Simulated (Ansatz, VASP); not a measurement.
## One calculation of CuI, two programs

The input INCAR:

```
  PREC = Accurate
  ENCUT = 520
  EDIFF = 1E-8
  ISMEAR = -1
  SIGMA = 0.05
  LREAL = F
  LASPH = T
  NELM = 60
  ALGO = Normal
  ISIF = 2
  LWAVE = F
  LCHARG = F
  GGA = PE
  LEFG = T
  NBANDS = 16
```

KPOINTS

```
Automatic mesh
0
Gamma
  12 12 12
```

POSCAR

```
CuI
1.0
    0.0000000000      3.0991300350      3.0991300350
    3.0991300350      0.0000000000      3.0991300350
    3.0991300350      3.0991300350      0.0000000000
Cu I
1 1
Direct
    0.0000000000      0.0000000000      0.0000000000
    0.2500000000      0.2500000000      0.2500000000
```

Input for Ansatz:

```yaml
crystal:
  lattice:
    - [0.0, 3.099130035, 3.099130035]
    - [3.099130035, 0.0, 3.099130035]
    - [3.099130035, 3.099130035, 0.0]
  atoms:
    - { symbol: Cu, position: [0.0, 0.0, 0.0] }
    - { symbol: I, position: [0.25, 0.25, 0.25] }
kpoints:
  mp_grid: { grid: [12, 12, 12] }
scf:
  occupations: { method: fermi_dirac, width: 0.05 }
hamiltonian:
  xc: pbe
  pseudopotentials: { kind: paw }
output:
  forces: true
  stress: true
  eigenvalues: true
  efg: { contact_densities: true }
  write_density: true
  write_potential: true
  elf: true
  volumetric_format: npy
```

Change from the starting cell: volume scaled by 1.06, PAW files.

Alike in both runs: task electric field gradients; functional PBE; k mesh 12 × 12 × 12; occupations fermi-dirac, width 0.05 eV; no spin polarisation.

|  | VASP | Ansatz |
| --- | --- | --- |
| version | VASP 6.6.1 | Ansatz 0.2.0 |
| potentials or method | VASP PAW PBE potentials, release 64 (Cu, I) | PAW with Ansatz's default frozen-core files, scalar-relativistic |
| plane-wave cutoff (eV) | 520 | 420 |
| valence electrons in the cell | 18 | 36 |

```tsv
	VASP	Ansatz	Ansatz less VASP
pressure (GPa)	-1.9	-2.0	-0.03
```

VASP's potentials hold 18 valence electrons a cell and Ansatz's 36, so a difference there can come from the potentials and not from the codes.

Spin-orbit coupling is off throughout.
